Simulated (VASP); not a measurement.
Wanted: the native input for a VASP 6.6.1 run.

- Task: single point
- Functional: PBE
- Potentials or basis: VASP PAW PBE potentials, release 64 (Ta_pv, N)
- Cutoff: 520 eV
- k mesh: 15 × 15 × 10
- Occupations: gaussian, width 0.1 eV
- Spin: no spin polarisation
- Dipole correction: no
- Further INCAR settings: ALGO = Normal; EDIFF = 1e-07; NBANDS = 20

The structure of Ta2N lies in POSCAR:

```
Ta2N
1.0
    2.9579032602      0.0000000000      0.0000000000
   -1.4789516301      2.5616193653      0.0000000000
    0.0000000000      0.0000000000      4.9196107750
Ta N
2 1
Direct
    0.6666666667      0.3333333333      0.7377441241
    0.3333333333      0.6666666667      0.2622558759
    0.0000000000      0.0000000000      0.0000000000
```

This cell differs from its parent crystal: strained.

One way to write it, as run:

INCAR

```
SYSTEM = Ta2N
  PREC = Accurate
  ENCUT = 520
  EDIFF = 1E-7
  ISMEAR = 0
  SIGMA = 0.1
  LREAL = .FALSE.
  LASPH = .TRUE.
  NELM = 60
  ALGO = Normal
  ISIF = 2
  LWAVE = .FALSE.
  LCHARG = .FALSE.
  GGA = PE
  NBANDS = 20
```

KPOINTS

```
Automatic mesh
0
G
  15 15 10
  0 0 0
```

Potentials or basis: VASP PAW PBE potentials, release 64 (Ta_pv, N).

Launch:

```console
$ cat potpaw_PBE.64/Ta_pv/POTCAR potpaw_PBE.64/N/POTCAR > POTCAR
$ mpirun -np 1 vasp_std > vasp.out
```

It gave:

* Pressure: 28.4 GPa
* Largest force: 0.192 eV/Å

Caveat: the cell differs from its parent crystal (strained).

Wall time 68 s on 1 thread of Intel(R) Xeon(R) 6975P-C (Granite Rapids), on a shared host, peak memory 0.28 GiB.
